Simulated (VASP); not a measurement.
Crystal: Sb2P3H.

```
Sb H P
1.0
     4.84835    0.00000    0.00000
    -2.42418    4.19879    0.00000
     0.00000    0.00000    7.23785
Sb H P
2 1 3
Direct
  0.33333 0.66667 0.00000
  0.66667 0.33333 0.00000
  0.00000 0.00000 0.50000
  0.50000 0.00000 0.50000
  0.00000 0.50000 0.50000
  0.50000 0.50000 0.50000
```

| Quantity | Value |
| --- | --- |
| Program | VASP 6.6.1 |
| Task | relaxation of cell and atoms |
| Functional | PBE |
| Potentials or basis | VASP PAW PBE potentials, release 64 (Sb, H, P) |
| Cutoff | 600 eV |
| k mesh | 6 × 6 × 4 |
| Occupations | gaussian, width 0.1 eV |
| Spin | no spin polarisation |

At the start: pressure -0.4 GPa; volume 24.56 Å³/atom.

Problem. How do energy, volume and symmetry change on relaxing?

Solution. Over 19 steps the energy falls by 138.7 meV/atom and the volume is 20.48 Å³/atom (-16.6 %); space group P6/mmm (No. 191, to 0.05 Å).

The path:
| step | energy change (eV) | largest force (eV/Å) | pressure (GPa) | volume (Å³) |
| --- | --- | --- | --- | --- |
| 1 | 0.0000 | 0.0000 | -0.40 | 147.34 |
| 2 | -0.0036 | 0.0000 | -0.14 | 146.04 |
| 3 | -0.0059 | 0.0000 | 0.26 | 144.19 |
| 4 | -0.0080 | 0.0000 | 0.21 | 143.84 |
| 5 | -0.0152 | 0.0000 | 0.06 | 142.79 |
| 6 | -0.0437 | 0.0000 | -0.25 | 140.66 |
| 7 | -0.1341 | 0.0000 | -0.69 | 136.28 |
| 8 | -0.4946 | 0.0000 | -0.60 | 127.05 |
| 9 | -0.0289 | 0.0000 | 12.68 | 106.62 |
| 10 | -0.7814 | 0.0000 | 1.53 | 120.41 |
| 11 | -0.7866 | 0.0000 | 2.84 | 117.89 |
| 12 | -0.7921 | 0.0000 | 2.37 | 118.73 |
| 13 | -0.7948 | 0.0000 | 2.46 | 118.55 |
| 14 | -0.7956 | 0.0000 | 2.57 | 118.32 |
| 15 | -0.8001 | 0.0000 | 2.41 | 118.60 |
| 16 | -0.8118 | 0.0000 | 1.92 | 119.43 |
| 17 | -0.8272 | 0.0000 | 0.98 | 121.10 |
| 18 | -0.8281 | 0.0000 | -0.73 | 124.49 |
| 19 | -0.8324 | 0.0000 | 0.04 | 122.91 |

Final structure:
```
CELL_PARAMETERS angstrom
5.10882 0.00000 0.00000
-2.55441 4.42437 0.00000
0.00000 0.00000 5.43760
ATOMIC_POSITIONS crystal
Sb 0.33333 0.66667 0.00000
Sb 0.66667 0.33333 0.00000
H 0.00000 0.00000 0.50000
P 0.50000 0.00000 0.50000
P 0.00000 0.50000 0.50000
P 0.50000 0.50000 0.50000
```

Caveat: the volume moved by over 15 % at a fixed basis, so the end points are rough; this functional lacks dispersion, which binds the layers, so the pressure and a relaxed spacing across them are unreliable.
